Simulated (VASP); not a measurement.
Here is a VASP 6.6.1 calculation.

File INCAR:

```
SYSTEM = BIr12
PREC     = Accurate       ! precision mode
ENCUT    = 420            ! plane-wave cutoff, eV
EDIFF    = 1E-6           ! SCF threshold, eV
ISMEAR   = 0              ! smearing method
SIGMA    = 0.05           ! smearing width, eV
LREAL    = .False.        ! projectors in reciprocal space
LASPH    = .True.         ! aspherical terms in the spheres
NELM     = 120            ! most SCF steps
ALGO     = Normal         ! electronic algorithm
ISIF     = 2              ! what is computed and relaxed
LWAVE    = .False.        ! write WAVECAR
LCHARG   = .True.         ! write CHGCAR
GGA      = PE             ! functional
LELF     = .True.         ! ELF
LVHAR    = .True.       
NBANDS   = 116            ! bands
GGA_COMPAT= .False.      
NELMDL   = -8
```

The input KPOINTS:

```
Automatic mesh
0
Gamma
  4 4 1
  0 0 0
```

The input POSCAR:

```
BIr12
1.0
    5.4305800000      0.0000000000      0.0000000000
    2.7152900000      4.7030200000      0.0000000000
    0.0000000000      0.0000000000     15.4340500000
Ir B
12 1
Direct
    0.1666666312      0.1666667375      0.0647918077
    0.6666666312      0.1666667375      0.0647918077
    0.1666666312      0.6666667375      0.0647918077
    0.6666666312      0.6666667375      0.0647918077
   -0.1668428323      0.3323900387      0.2086885166
    0.3284257633      0.3357595758      0.2072112634
   -0.1667876851      0.8344091669      0.2087578439
    0.3353178254      0.8323470876      0.2039007260
    0.0141035498     -0.0070797062      0.3482869370
    0.5131151179      0.0043812274      0.3562843194
    0.0053819080      0.4973215083      0.3510552318
    0.5131011888      0.4824961408      0.3563200197
    0.5433073353      0.7282603519      0.4424937719
```

Potentials or basis: VASP PAW PBE potentials, release 64 (Ir_sv_GW, B).

Launch:

```bash
$ cat potpaw_PBE.64/Ir_sv_GW/POTCAR potpaw_PBE.64/B/POTCAR > POTCAR
$ mpirun -np 1 vasp_std > vasp.out
```

Predict the band gap on the k mesh.

zero (an odd number of electrons rules out a gap without spin polarisation).

Estimate the largest force.

0.256 eV/Å.

Forces in eV/Å, atoms in the order of the input:
```
Ir   0.026 -0.071 -0.151
Ir  -0.055  0.030  0.000
Ir   0.073  0.014 -0.150
Ir  -0.050  0.031  0.249
Ir  -0.001  0.005  0.001
Ir   0.013 -0.006  0.019
Ir  -0.007 -0.001 -0.010
Ir  -0.001 -0.001  0.014
Ir   0.004  0.001  0.016
Ir  -0.002  0.013 -0.003
Ir   0.009 -0.008  0.009
Ir  -0.014 -0.013 -0.014
B    0.005  0.006  0.021
```

Caveat: there is no dipole correction, which matters where the two faces differ; spin-orbit coupling is left out, which moves the levels of the heavy elements.
